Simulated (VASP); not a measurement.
Ga: single point with PBEsol

The system is Ga.

```
CELL_PARAMETERS angstrom
1.40609 -4.28978 0.02493
1.40609 4.28978 0.02493
-0.05939 0.00000 3.32450
ATOMIC_POSITIONS crystal
Ga 0.86772 0.13228 0.25000
Ga 0.13228 0.86772 0.75000
```

This cell differs from its parent crystal: volume scaled by 1.12.

| Quantity | Value |
| --- | --- |
| Program | VASP 6.6.1 |
| Task | single point |
| Functional | PBEsol |
| Potentials or basis | VASP PAW PBE potentials, release 64 (Ga_d) |
| Cutoff | 520 eV |
| k mesh | 14 × 14 × 11 |
| Occupations | fermi-dirac, width 0.1 eV |
| Spin | no spin polarisation |

* Pressure: -4.9 GPa
* Largest force: 0.020 eV/Å
* Band gap on the k mesh: zero (band 13 reaches 9.01 eV, above the bottom of band 14 at 1.21 eV)

Forces in eV/Å, atoms in the order of the input:
```
Ga   0.000  0.020  0.000
Ga   0.000 -0.020  0.000
```

Stress tensor (GPa, compression positive):
```
-4.42  0.00  0.00
 0.00 -5.54  0.00
 0.00  0.00 -4.67
```

Levels at points of the mesh, in eV from the Fermi level:
| k point | band 9 | band 10 | band 11 | band 12 | band 13 | band 14 | band 15 | band 16 | band 17 | band 18 |
| --- | --- | --- | --- | --- | --- | --- | --- | --- | --- | --- |
| (0.00, 0.00, 0.00) | -14.69 | -14.60 | -10.69 | -2.51 | -2.36 | 2.24 | 5.83 | 9.18 | 9.49 | 10.00 |
| (0.50, 0.00, 0.00) | -14.65 | -14.59 | -5.83 | -4.77 | -1.45 | -0.45 | 5.59 | 6.34 | 8.06 | 8.63 |
| (0.50, 0.50, 0.00) | -14.66 | -14.63 | -8.92 | -8.28 | 4.18 | 4.89 | 5.62 | 5.67 | 7.42 | 9.61 |

Run time: 7.6 min on 1 thread of AMD EPYC 7R13 Processor (Zen 3) (shared host), peak memory 0.44 GiB.

Caveat: the PAW data sets were made with another functional, which shifts forces and pressure a little.
